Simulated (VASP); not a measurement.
**Sb: single point with r2SCAN**

Sb:

```xyz
1
Lattice="3.2033 0.0000 0.0000 0.0000 3.2033 0.0000 0.0000 0.0000 3.0752" Properties=species:S:1:pos:R:3 pbc="T T T"
Sb    0.0000    0.0000    0.0000
```

This cell differs from its parent crystal: ratio of the length along z to the lengths across it x 0.96, volume and fractional coordinates fixed.

```yaml
Program: VASP 6.6.1
Task: single point
Functional: r2SCAN
Potentials_or_basis: VASP PAW PBE potentials, release 64 (Sb)
Cutoff: 520 eV
k_mesh: 16 × 16 × 16
Occupations: gaussian, width 0.15 eV
Spin: no spin polarisation
Dipole_correction: no
Further_INCAR_settings: ALGO = Normal; EDIFF = 1e-06; NBANDS = 8
```

| Quantity | Value |
| --- | --- |
| Pressure | -3.6 GPa |
| Band gap on the k mesh | zero (an odd number of electrons rules out a gap without spin polarisation) |

Stress tensor (GPa, compression positive):
```
-4.60  0.00  0.00
 0.00 -4.60  0.00
 0.00  0.00 -1.46
```

Levels at points of the mesh, in eV from the Fermi level:
```csv
k point,band 1,band 2,band 3,band 4,band 5,band 6
"(0.00, 0.00, 0.00)",-12.56,2.89,2.89,4.07,6.94,7.23
"(0.50, 0.00, 0.00)",-10.37,-5.45,4.69,5.89,9.09,11.19
"(0.50, 0.50, 0.00)",-8.05,-3.61,-3.61,2.62,7.74,13.26
"(0.00, 0.00, 0.50)",-9.84,-5.58,5.13,5.13,9.20,10.78
"(0.50, 0.00, 0.50)",-7.46,-3.79,-3.22,2.72,6.96,12.93
"(0.50, 0.50, 0.50)",-4.80,-2.12,-1.49,-1.49,5.16,5.16
```

Run time: 3.3 min on 1 thread of Intel Xeon 8259CL, with other jobs on the host, peak memory 0.23 GiB.

Caveat: the cell stands under tension; the PAW data sets were made with another functional, which shifts forces and pressure a little; spin-orbit coupling is left out, which moves the levels of the heavy elements.
